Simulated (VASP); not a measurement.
## Rh: single point with PBE

Crystal: Rh.

```xyz
1
Lattice="-1.5655 1.5655 1.5655 1.5655 -1.5655 1.5655 1.5655 1.5655 -1.5655" Properties=species:S:1:pos:R:3 pbc="T T T"
Rh    0.0000    0.0000    0.0000
```

* Program: VASP 6.6.1
* Task: single point
* Functional: PBE
* Potentials or basis: VASP PAW PBE potentials, release 64 (Rh_pv)
* Cutoff: 520 eV
* k mesh: 50 × 50 × 50
* Occupations: fermi-dirac, width 0.0612256 eV
* Spin: no spin polarisation

* Pressure: -11.7 GPa

Levels at points of the mesh, in eV from the Fermi level:
```csv
k point,band 3,band 4,band 5,band 6,band 7,band 8,band 9,band 10,band 11,band 12
"(0.00, 0.00, 0.00)",-45.90,-7.02,-2.51,-2.51,-2.51,-0.38,-0.38,18.32,18.32,18.32
"(0.50, 0.00, 0.00)",-45.90,-5.09,-3.82,-0.44,-0.09,1.37,1.39,8.41,14.42,17.49
"(0.50, 0.50, 0.50)",-46.27,-5.03,-5.03,0.94,0.94,0.94,9.05,9.05,9.05,17.80
```

Wall time 4.4 min on 1 thread of Intel(R) Xeon(R) 6975P-C (Granite Rapids), on a shared host, peak memory 0.65 GiB.
